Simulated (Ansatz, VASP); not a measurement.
# One calculation of GaAs, two programs

File INCAR:

```
PREC = Accurate
ENCUT = 600
EDIFF = 1E-6
ISMEAR = -1
SIGMA = 0.05
LREAL = False
LASPH = True
NELM = 60
ALGO = Normal
ISIF = 3
LWAVE = False
LCHARG = False
GGA = PE
IBRION = 2
NSW = 60
EDIFFG = -0.005
```

KPOINTS

```
regular mesh
0
Gamma
  8 8 8
```

POSCAR

```
GaAs
1.0
    0.0000000000      2.8268500000      2.8268500000
    2.8268500000      0.0000000000      2.8268500000
    2.8268500000      2.8268500000      0.0000000000
As Ga
1 1
Direct
    0.7500000000      0.7500000000      0.7500000000
    0.0000000000      0.0000000000      0.0000000000
```

Contents of input.yaml:

```yaml
crystal:
  lattice:
    - [0.0, 2.82685, 2.82685]
    - [2.82685, 0.0, 2.82685]
    - [2.82685, 2.82685, 0.0]
  atoms:
    - { symbol: As, position: [0.75, 0.75, 0.75] }
    - { symbol: Ga, position: [0.0, 0.0, 0.0] }
hamiltonian:
  xc: pbe
  pseudopotentials: { kind: paw }
kpoints:
  mp_grid: { grid: [8, 8, 8] }
scf:
  occupations: { method: fermi_dirac, width: 0.05 }
output:
  forces: true
  stress: true
  write_density: true
  write_potential: true
  elf: true
  volumetric_format: npy
relax:
  f_tol: 0.01
  max_steps: 40
  cell: { stress_tol: 0.05 }
```

Alike in both runs: task relaxation of cell and atoms; functional PBE; k mesh 8 × 8 × 8; occupations fermi-dirac, width 0.05 eV; no spin polarisation.

|  | VASP | Ansatz |
| --- | --- | --- |
| version | VASP 6.6.1 | Ansatz 0.2.0 |
| potentials or method | VASP PAW PBE potentials, release 64 (As, Ga_d) | Ansatz PAW |
| plane-wave cutoff (eV) | 600 | 420 |
| valence electrons in the cell | 18 | 28 |

Ansatz gave:

| Item | Value |
| --- | --- |
| gap on the k mesh at the Fermi level, each at its own relaxed structure (eV) | 0.16 |
| relaxed volume (Å³/atom) | 23.71 |
| relaxed cell length with the largest relative difference (Å) | 4.063 |

Question: What did VASP give for the same quantities?

Answer: gap on the k mesh at the Fermi level, each at its own relaxed structure (eV): 0.15; relaxed volume (Å³/atom): 23.76; relaxed cell length with the largest relative difference (Å): 4.066.

VASP's potentials hold 18 valence electrons a cell and Ansatz's 28, so a difference there can come from the potentials and not from the codes.

Noted on Ansatz's run: the plane-wave basis is chosen anew once the cell has moved, so the energies of steps on either side of that aren't comparable.
